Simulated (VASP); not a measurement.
# Zn2Si2N (P4/mmm) in VASP: notebook

Zn2Si2N is run at these levels: PBE; tasks: relaxation of cell and atoms, single point.

Program: VASP 6.6.1. These are calculated values, not measurements. Logs are shortened: lines on timing, memory, paths and dates and some standing lists are left out, and cuts for length are marked.

## Step 1: The cell of the first run

It takes space group P4/mmm (No. 123, tetragonal). Conventional cell: a = 3.637 Å, b = 3.637 Å, c = 5.746 Å, α = 90.00°, β = 90.00°, γ = 90.00°. Zn (site symmetry 4mm) has 1 N at 1.52 Å within 2.0 Å. Si (site symmetry mmm) has 4 Zn at 2.26 Å and 4 Si at 2.57 Å within 3.0 Å. Within 2.0 Å of N (site symmetry 4/mmm) lie 2 Zn at 1.52 Å.

The cell was built from a structure type or drawn by symmetry, and may not be a known phase.

## Step 2: Relaxation of cell and atoms, PBE

INCAR

```
SYSTEM = Zn2Si2N
PREC     = Accurate       ! precision mode
ENCUT    = 600            ! plane-wave cutoff, eV
EDIFF    = 1E-6           ! SCF threshold, eV
ISMEAR   = 0              ! smearing method
SIGMA    = 0.1            ! smearing width, eV
LREAL    = .FALSE.        ! projectors in reciprocal space
LASPH    = .TRUE.         ! aspherical terms in the spheres
NELM     = 80             ! most SCF steps
ALGO     = Normal         ! electronic algorithm
ISIF     = 3              ! what is computed and relaxed
LWAVE    = .FALSE.        ! write WAVECAR
LCHARG   = .FALSE.        ! write CHGCAR
GGA      = PE             ! functional
IBRION   = 2              ! ionic algorithm
NSW      = 90             ! ionic steps
EDIFFG   = -0.04          ! ionic threshold
```

KPOINTS

```
regular mesh
0
G
  6 6 4
  0 0 0
```

POSCAR

```
Zn2Si2N
1.0
    3.6370033600      0.0000000000      0.0000000000
    0.0000000000      3.6370033600      0.0000000000
    0.0000000000      0.0000000000      5.7455930500
Zn Si N
2 2 1
Direct
    0.0000000000      0.0000000000      0.2651146300
    0.0000000000      0.0000000000      0.7348853700
    0.0000000000      0.5000000000      0.5000000000
    0.5000000000      0.0000000000      0.5000000000
    0.0000000000      0.0000000000      0.0000000000
```

Potentials or basis: VASP PAW PBE potentials, release 64 (Zn, Si, N).

Command:

```
> cat potpaw_PBE.64/Zn/POTCAR potpaw_PBE.64/Si/POTCAR potpaw_PBE.64/N/POTCAR > POTCAR
> mpirun -np 1 vasp_std > vasp.out
```

OUTCAR:

```text
SYSTEM = Zn2Si2N
   PREC = Accurate
   ENCUT = 600
   EDIFF = 1E-6
   ISMEAR = 0
   LREAL = .FALSE.
   LASPH = .TRUE.
   NELM = 80
   ISIF = 3
   GGA = PE
   IBRION = 2
   NSW = 90
   EDIFFG = -0.04

 ion  position               nearest neighbor table
   1  0.000  0.000  0.265-   5 1.52   4 2.26   3 2.26   3 2.26   4 2.26   2 2.70   2 3.05
   2  0.000  0.000  0.735-   5 1.52   4 2.26   3 2.26   3 2.26   4 2.26   1 2.70   1 3.05
   3  0.000  0.500  0.500-   1 2.26   2 2.26   1 2.26   2 2.26   4 2.57   4 2.57   4 2.57   4 2.57

   4  0.500  0.000  0.500-   1 2.26   2 2.26   1 2.26   2 2.26   3 2.57   3 2.57   3 2.57   3 2.57

   5  0.000  0.000  0.000-   1 1.52   2 1.52

  LATTYP: Found a simple tetragonal cell.
 ALAT       =     3.6370033600
 C/A-ratio  =     1.5797601710

  Lattice vectors:

 A1 = (   3.6370033600,   0.0000000000,   0.0000000000)
 A2 = (   0.0000000000,   3.6370033600,   0.0000000000)
 A3 = (   0.0000000000,   0.0000000000,   5.7455930500)

Analysis of symmetry for initial positions (statically):
=====================================================================
 Subroutine PRICEL returns:
 Original cell was already a primitive cell.

 Routine SETGRP: Setting up the symmetry group for a
 simple tetragonal supercell.

 Subroutine GETGRP returns: Found 16 space group operations
 (whereof 16 operations were pure point group operations)
 out of a pool of 16 trial point group operations.

The static configuration has the point symmetry D_4h.

Analysis of symmetry for dynamics (positions and initial velocities):
=====================================================================
 Subroutine PRICEL returns:
 Original cell was already a primitive cell.

 Routine SETGRP: Setting up the symmetry group for a
 simple tetragonal supercell.

 Subroutine GETGRP returns: Found 16 space group operations
 (whereof 16 operations were pure point group operations)
 out of a pool of 16 trial point group operations.

The dynamic configuration has the point symmetry D_4h.

 Subroutine INISYM returns: Found 16 space group operations
 (whereof 16 operations are pure point group operations),
 and found     1 'primitive' translations

----------------------------------------------------------------------------------------

                                     Primitive cell

  volume of cell :      76.0015

  direct lattice vectors                    reciprocal lattice vectors
     3.637003360  0.000000000  0.000000000     0.274951629  0.000000000  0.000000000
     0.000000000  3.637003360  0.000000000     0.000000000  0.274951629  0.000000000
     0.000000000  0.000000000  5.745593050     0.000000000  0.000000000  0.174046437

  length of vectors
     3.637003360  3.637003360  5.745593050     0.274951629  0.274951629  0.174046437

  position of ions in fractional coordinates (direct lattice)
     0.000000000  0.000000000  0.265114630
     0.000000000  0.000000000  0.734885370
     0.000000000  0.500000000  0.500000000
     0.500000000  0.000000000  0.500000000
     0.000000000  0.000000000  0.000000000

  ion indices of the primitive-cell ions
   primitive index   ion index
                 1           1
                 2           2
                 3           3
                 4           4
                 5           5

----------------------------------------------------------------------------------------

 KPOINTS: regular mesh

Automatic generation of k-mesh.
 Grid dimensions read from file:
 generate k-points for:    6    6    4

 Generating k-lattice:

  Cartesian coordinates                     Fractional coordinates (reciprocal lattice)
     0.045825272  0.000000000  0.000000000     0.166666667  0.000000000  0.000000000
     0.000000000  0.045825272  0.000000000     0.000000000  0.166666667  0.000000000
     0.000000000  0.000000000  0.043511609     0.000000000  0.000000000  0.250000000

  Length of vectors
     0.045825272  0.045825272  0.043511609

  Shift w.r.t. Gamma in fractional coordinates (k-lattice)
     0.000000000  0.000000000  0.000000000

 Subroutine IBZKPT returns following result:
 ===========================================

 Found     30 irreducible k-points:

 Following reciprocal coordinates:
            Coordinates               Weight
  0.000000  0.000000  0.000000      1.000000
  0.166667  0.000000  0.000000      4.000000
  0.333333  0.000000  0.000000      4.000000
  0.500000  0.000000  0.000000      2.000000
  0.166667  0.166667  0.000000      4.000000
  0.333333  0.166667  0.000000      8.000000
[... 16 lines left out ...]
  0.333333  0.000000  0.500000      4.000000
  0.500000  0.000000  0.500000      2.000000
 [... further k-points ...]
   k-points           NKPTS =     30   k-points in BZ     NKDIM =     30   number of bands    NBANDS=     22
   number of dos      NEDOS =    301   number of ions     NIONS =      5
   total plane-waves  NPLWV =  43200
   dimension x,y,z NGX =    30 NGY =   30 NGZ =   48
   dimension x,y,z NGXF=    60 NGYF=   60 NGZF=   96
   ions per type =               2   2   1
   NGX,Y,Z   is equivalent  to a cutoff of  13.71, 13.71, 13.89 a.u.
   NGXF,Y,Z  is equivalent  to a cutoff of  27.43, 27.43, 27.78 a.u.
 SYSTEM =  Zn2Si2N
   PREC   = accura    normal or accurate (medium, high low for compatibility)
   ISTART =      0    job   : 0-new  1-cont  2-samecut
   ICHARG =      2    charge: 1-file 2-atom 10-const
   ISPIN  =      1    spin polarized calculation?
   LNONCOLLINEAR =      F non collinear calculations
   LSORBIT =      F    spin-orbit coupling
   LASPH  =      T    aspherical Exc in radial PAW
   ENCUT  =  600.0 eV  44.10 Ry    6.64 a.u.   7.26  7.26 11.48*2*pi/ulx,y,z
   NELM   =     80;   NELMIN=  2; NELMDL= -5     # of ELM steps
   EDIFF  = 0.1E-05   stopping-criterion for ELM
   LREAL  =      F    real-space projection
   EDIFFG = -.4E-01   stopping-criterion for IOM
   NSW    =     90    number of steps for IOM
   IBRION =      2    ionic relax: 0-MD 1-quasi-New 2-CG
   NFREE  =      1    steps in history (QN), initial steepest desc. (CG)
   ISIF   =      3    stress and relaxation
   ISYM   =      2    0-nonsym 1-usesym 2-fastsym
   POTIM  = 0.5000    time-step for ionic-motion
   TEBEG  =    0.0;   TEEND  =   0.0 temperature during run
   PSTRESS=    0.0 pullay stress
   NELECT =      37.0000    total number of electrons
   NUPDOWN=      -1.0000    fix difference up-down
   EMIN   =  10.00;   EMAX   =-10.00  energy-range for DOS
   EFERMI =   0.00;   METHOD = LEGACY
   ISMEAR =     0;   SIGMA  =   0.10  broadening in eV -4-tet -1-fermi 0-gaus
   EFERMI_NEDOS =   21; number of points for ismear=-14 and -15
   IALGO  =     38    algorithm
   IMIX   =      4    mixing-type and parameters
     AMIX     =   0.40;   BMIX     =  1.00
     AMIX_MAG =   1.60;   BMIX_MAG =  1.00
  volume/ion in A,a.u.               =      15.20       102.58
  Fermi-wavevector in a.u.,A,eV,Ry     =   1.287858  2.433699 22.566327  1.658578
  Thomas-Fermi vector in A             =   2.419847
   LORBIT       =      0    0 simple, 1 ext, 2 COOP (PROOUT), +10 PAW based schemes
   GGA     = PE    functional components
   LHFCALC =     F    Hartree Fock is set to
   AEXX    =    0.0000 exact exchange contribution
   IVDW    =     0    specifies the selected vdW correction
   LEPSILON=     F    determine dielectric tensor
   LRPA    =     F    only Hartree local field effects (RPA)
 conjugate gradient relaxation of ions
 non-spin polarized calculation
 Gauss-broadening in eV      SIGMA  =   0.10
  energy-cutoff  :      600.00
  volume of cell :       76.00
 maximum number of plane-waves:      2580
 NGX is ok and might be reduce to    30
   NGX = 15   NGY = 15   NGZ = 23

--------------------------------------- Ionic step        1  -------------------------------------------

 number of electron      36.9999973 magnetization

 Free energy of the ion-electron system (eV)
  ---------------------------------------------------
  ext. energy  EPLUGINS =         0.00000000
  ---------------------------------------------------
  free energy    TOTEN  =       -12.08080452 eV

  energy without entropy =      -12.07161513  energy(sigma->0) =      -12.07620982

 E-fermi :   4.3144     XC(G=0): -10.0797

 val. band max:        4.2793027988   @ k =   0.5000   0.1667   0.0000
 cond. band min:       4.3949479499   @ k =   0.3333   0.1667   0.2500
 fundamental gap:      0.1156451511
 Fermi energy:         4.3143783644

 k-point     1 :       0.0000    0.0000    0.0000
  band No.  band energies     occupation
      1     -11.4583      2.00000
      2      -8.7560      2.00000
      3      -5.8301      2.00000
      4      -5.1395      2.00000
      5      -5.1395      2.00000
      6      -4.5493      2.00000
[... 574 lines left out ...]
      6      -4.6958      2.00000
[... 14 lines left out ...]
     21       5.8617      0.00000
     22       6.3850      0.00000

 [... further k-points ...]
[... 5 lines left out ...]
  --------------------------------------------------------------------------------------
  -------------------------------------------------------------------------------------
  Total       10.0822780     10.0822780     52.7995113      0.0000000      0.0000000     -0.0000000
  in kB      212.5430875    212.5430875   1113.0590834      0.0000000      0.0000000     -0.0000000
  external PRESSURE =     512.7150861 kB  Pullay stress =       0.0000000 kB
[... 24 lines left out ...]
  energy  without entropy=      -12.0716151267  energy(sigma->0) =      -12.07620982

--------------------------------------- Ionic step        2  -------------------------------------------

 number of electron      37.0000105 magnetization

 E-fermi :  -0.0332     XC(G=0):  -7.5897

 val. band max:       -0.0576083864   @ k =   0.3333   0.3333   0.2500
 cond. band min:      -0.0311711369   @ k =   0.3333   0.1667   0.0000
 fundamental gap:      0.0264372495
 Fermi energy:        -0.0331932878

 k-point     1 :       0.0000    0.0000    0.0000
  band No.  band energies     occupation
      1     -11.5995      2.00000
      2     -10.9848      2.00000
      3      -7.2868      2.00000
      4      -7.2256      2.00000
      5      -7.2256      2.00000
      6      -7.1085      2.00000
[... 574 lines left out ...]
      6      -7.0620      2.00000
[... 14 lines left out ...]
     21       0.8005      0.00000
     22       1.8982      0.00000

 [... further k-points ...]
[... 5 lines left out ...]
  --------------------------------------------------------------------------------------
  -------------------------------------------------------------------------------------
  Total       -3.4662556     -3.4662556    -10.0323179      0.0000000     -0.0000000     -0.0000000
  in kB      -40.2067934    -40.2067934   -116.3697588      0.0000000     -0.0000000     -0.0000000
  external PRESSURE =     -65.5944485 kB  Pullay stress =       0.0000000 kB
[... 59 lines left out ...]
  FREE ENERGIE OF THE ION-ELECTRON SYSTEM (eV)
  ---------------------------------------------------
  free  energy   TOTEN  =       -13.6514823808 eV

  energy  without entropy=      -13.6071625736  energy(sigma->0) =      -13.62932248

[... ionic steps 4 to 13 ...]

--------------------------------------- Ionic step       14  -------------------------------------------

 number of electron      37.0000064 magnetization

------------------------ aborting loop because EDIFF is reached ----------------------------------------

  FORCE on cell =-STRESS in cart. coord.  units (eV):
  Direction    XX          YY          ZZ          XY          YZ          ZX
  --------------------------------------------------------------------------------------
  -------------------------------------------------------------------------------------
  Total       -0.1677268     -0.1677268     -0.8310194      0.0000000      0.0000000     -0.0000000
  in kB       -2.8804139     -2.8804139    -14.2713055      0.0000000      0.0000000     -0.0000000
  external PRESSURE =      -6.6773777 kB  Pullay stress =       0.0000000 kB
[... 63 lines left out ...]
  energy  without entropy=      -17.4510964212  energy(sigma->0) =      -17.45656728

--------------------------------------- Ionic step       16  -------------------------------------------

 number of electron      37.0000075 magnetization

 Free energy of the ion-electron system (eV)
  ---------------------------------------------------
  ext. energy  EPLUGINS =         0.00000000
  ---------------------------------------------------
  free energy    TOTEN  =       -17.46265656 eV

  energy without entropy =      -17.45143008  energy(sigma->0) =      -17.45704332

 E-fermi :   2.6506     XC(G=0):  -9.3902

 val. band max:        2.6401804971   @ k =   0.5000   0.1667   0.0000
 cond. band min:       2.6529784287   @ k =   0.1667   0.0000   0.5000
 fundamental gap:      0.0127979316
 Fermi energy:         2.6505866166

 k-point     1 :       0.0000    0.0000    0.0000
  band No.  band energies     occupation
      1     -10.8901      2.00000
      2      -9.6673      2.00000
      3      -5.2343      2.00000
      4      -4.5738      2.00000
      5      -4.5738      2.00000
      6      -4.5181      2.00000
[... 574 lines left out ...]
      6      -4.4528      2.00000
[... 14 lines left out ...]
     21       4.6927      0.00000
     22       5.5053      0.00000

 [... further k-points ...]
[... 5 lines left out ...]
  --------------------------------------------------------------------------------------
  -------------------------------------------------------------------------------------
  Total       -0.0742721     -0.0742721      0.0764517      0.0000000      0.0000000      0.0000000
  in kB       -1.2820144     -1.2820144      1.3196362      0.0000000      0.0000000      0.0000000
  external PRESSURE =      -0.4147975 kB  Pullay stress =       0.0000000 kB
[... 20 lines left out ...]
  FREE ENERGIE OF THE ION-ELECTRON SYSTEM (eV)
  ---------------------------------------------------
  free  energy   TOTEN  =       -17.4626565584 eV

  energy  without entropy=      -17.4514300752  energy(sigma->0) =      -17.45704332

 reached required accuracy - stopping structural energy minimisation
```

It took 12 min on 1 thread of Intel Xeon Platinum 8259CL at 2.50GHz (Skylake/Cascade Lake), shared host; peak memory 0.24 GiB.

Results:

| Item | Value |
| --- | --- |
| Free energy | -17.4627 eV |
| Relaxed volume | 18.56 Å³/atom |
| Relaxed cell | a = 3.534 Å, b = 3.534 Å, c = 7.432 Å, α = 90.00°, β = 90.00°, γ = 90.00° |
| Space group after relaxing (to 0.1 Å) | P4/mmm (No. 123) |
| Energy gained by relaxing | 1076.4 meV/atom |
| Ionic steps | 16 |
| Pressure after relaxing | 0.0 GPa |
| Largest force after relaxing | 0.015 eV/Å |
| Band gap on the k mesh | zero (an odd number of electrons rules out a gap without spin polarisation) |

Forces in eV/Å, atoms in the order of the input:
```
Zn   0.000  0.000  0.015
Zn   0.000  0.000 -0.015
Si   0.000  0.000  0.000
Si   0.000  0.000  0.000
N    0.000  0.000  0.000
```

The path:
| step | energy change (eV) | largest force (eV/Å) | pressure (GPa) | volume (Å³) |
| --- | --- | --- | --- | --- |
| 1 | 0.0000 | 6.1797 | 51.27 | 76.00 |
| 2 | -0.6763 | 1.9738 | -6.56 | 138.12 |
| 3 | -1.5707 | 2.8645 | -5.43 | 125.88 |
| 4 | -2.2244 | 3.6639 | -3.83 | 116.96 |
| 5 | -3.3177 | 5.3254 | 6.87 | 95.46 |
| 6 | -4.5634 | 1.9957 | -6.79 | 112.62 |
| 7 | -4.5633 | 2.0776 | -6.48 | 111.96 |
| 8 | -5.0301 | 0.4117 | -0.61 | 102.50 |
| 9 | -5.0343 | 0.1061 | -1.29 | 103.21 |
| 10 | -5.2236 | 0.0036 | -0.55 | 98.78 |
| 11 | -5.3782 | 0.0359 | 0.72 | 91.99 |
| 12 | -5.3779 | 0.0330 | 1.02 | 91.52 |
| 13 | -5.3783 | 0.0342 | 0.88 | 91.76 |
| 14 | -5.3793 | 0.1878 | -0.67 | 93.29 |
| 15 | -5.3812 | 0.1205 | 0.01 | 92.60 |
| 16 | -5.3819 | 0.0153 | -0.04 | 92.82 |

Final structure:
```xyz
5
Lattice="3.5341 0.0000 0.0000 0.0000 3.5341 0.0000 0.0000 0.0000 7.4317" Properties=species:S:1:pos:R:3 pbc="T T T"
Zn    0.0000    0.0000    1.7843
Zn    0.0000    0.0000    5.6475
Si    0.0000    1.7670    3.7159
Si    1.7670    0.0000    3.7159
N     0.0000    0.0000    0.0000
```

Caveat: the volume moved by over 15 % at a fixed basis, so the end points are rough.

(Continued in part 2 of 2.)
